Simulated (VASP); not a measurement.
Write the native input for VASP 6.6.1 that does the following.

* Task: single point
* Functional: PBE
* Potentials or basis: VASP PAW PBE potentials, release 64 (Si, Ge_d)
* Cutoff: 520 eV
* k mesh: 1 × 1 × 1
* Occupations: gaussian, width 0.05 eV
* Spin: no spin polarisation
* Dipole correction: no
* Further INCAR settings: LREAL = Auto; ALGO = Normal; EDIFF = 1e-06; NBANDS = 53

The structure of Si16Ge (a cell with a defect) lies in POSCAR:

```
Si16Ge
1.0
    0.0000000000      5.4300000000      5.4300000000
    5.4300000000      0.0000000000      5.4300000000
    5.4300000000      5.4300000000      0.0000000000
Si Ge
16 1
Direct
    0.0099700737     -0.0009232965      0.0144918048
    0.1253626151      0.1542130755      0.1159755064
    0.0079943831      0.0037522099      0.4865943831
    0.0955240331      0.1303002762      0.6483010129
   -0.0348136280      0.5304370166      0.0146250460
    0.1580154696      0.6149574586      0.1273979742
   -0.0011281768      0.5029132597      0.5054204420
    0.1034318600      0.6281108656      0.6471847145
    0.5169807551      0.0529072744     -0.0382590239
    0.6575365562      0.0096194291      0.1864601289
    0.4766721915     -0.0012033149      0.5318351750
    0.6359114180      0.1542955801      0.5782830571
    0.5034392265      0.3912482505     -0.0314511971
    0.5931383057      0.6866348066      0.1493335175
    0.4744248619      0.5153217311      0.5029736648
    0.6247993554      0.6228013812      0.6213457643
    0.7288308471      0.3183194291      0.1297214549
```

One way to write it, as run:

INCAR

```
SYSTEM = Si16Ge
PREC = Accurate
ENCUT = 520
EDIFF = 1E-6
ISMEAR = 0
SIGMA = 0.05
LREAL = Auto
LASPH = .TRUE.
NELM = 60
ALGO = Normal
ISIF = 2
LWAVE = .FALSE.
LCHARG = .FALSE.
GGA = PE
NBANDS = 53
```

KPOINTS

```
regular mesh
0
G
  1 1 1
  0 0 0
```

Potentials or basis: VASP PAW PBE potentials, release 64 (Si, Ge_d).

Launch:

```console
$ cat potpaw_PBE.64/Si/POTCAR potpaw_PBE.64/Ge_d/POTCAR > POTCAR
$ mpirun -np 1 vasp_gam > vasp.out
```

Results of the run:

The pressure is 8.5 GPa. The largest force is 1.600 eV/Å. The band gap on the k mesh is 0.44 eV.

Caveat: the k points lie up to 1.00 Å⁻¹ apart.

Wall time 25 s on 1 thread of AMD EPYC 9R45 96-Core Processor (Zen 5), on a shared host, peak memory 0.4 GiB.
